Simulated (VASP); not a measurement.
GaP:

```
Ga P
1.0
     0.00000    2.72525    2.72525
     2.72525    0.00000    2.72525
     2.72525    2.72525    0.00000
Ga P
1 1
Direct
  0.00000 0.00000 0.00000
  0.75000 0.75000 0.75000
```

Program: VASP 6.6.1. Alike in all runs: task single point; potentials or basis VASP PAW PBE potentials, release 64 (Ga_d, P); no spin polarisation; cell as given; cutoff (eV) 520; smearing gaussian 0.05 eV.

Order these runs on this cell by their pressure, lowest first.
A. level PBE-based screened hybrid with 35 % exact exchange; k mesh 4 × 4 × 4; grid for exact exchange (PRECFOCK) Normal; share of exact exchange 0.35; screening parameter 0.1 1/Å
B. level PBE; k mesh 8 × 8 × 8
C. level B3LYP; k mesh 4 × 4 × 4; grid for exact exchange (PRECFOCK) Normal; share of exact exchange 0.2

A (-0.2 GPa), B (2.4 GPa), C (4.1 GPa).

Caveats: some runs use coarse meshes; the PAW data sets were made with another functional, which shifts forces and pressure a little (at least some runs).
